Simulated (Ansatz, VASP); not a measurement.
## Two plane-wave programs on LiCl

```xyz
2
Lattice="0.0000 2.5179 2.5179 2.5179 0.0000 2.5179 2.5179 2.5179 0.0000" Properties=species:S:1:pos:R:3 pbc="T T T"
Li    0.0000    0.0000    0.0000
Cl    2.5179    2.5179    2.5179
```

Alike in both runs: functional PBE; dispersion D3(BJ); k mesh 8 × 8 × 8; occupations gaussian, width 0.02 eV; no spin polarisation.

Ansatz relaxed the structure, and its values are those at the end. VASP's run is a single point on that final structure, the one shown.

|  | VASP | Ansatz |
| --- | --- | --- |
| version | VASP 6.6.1 | Ansatz 0.2.0 |
| potentials or method | VASP PAW PBE potentials, release 64 (Li_sv, Cl), cutoff 750 eV | scalar-relativistic, plane waves, PAW |
| valence electrons in the cell | 10 | 10 |

```tsv
	VASP	Ansatz	Ansatz less VASP
gap on the k mesh at the Fermi level (eV)	6.66	6.66	-0.006
least direct gap on the mesh (eV)	6.66	6.66	-0.006
pressure (GPa)	-0.1	0.0	+0.10
```
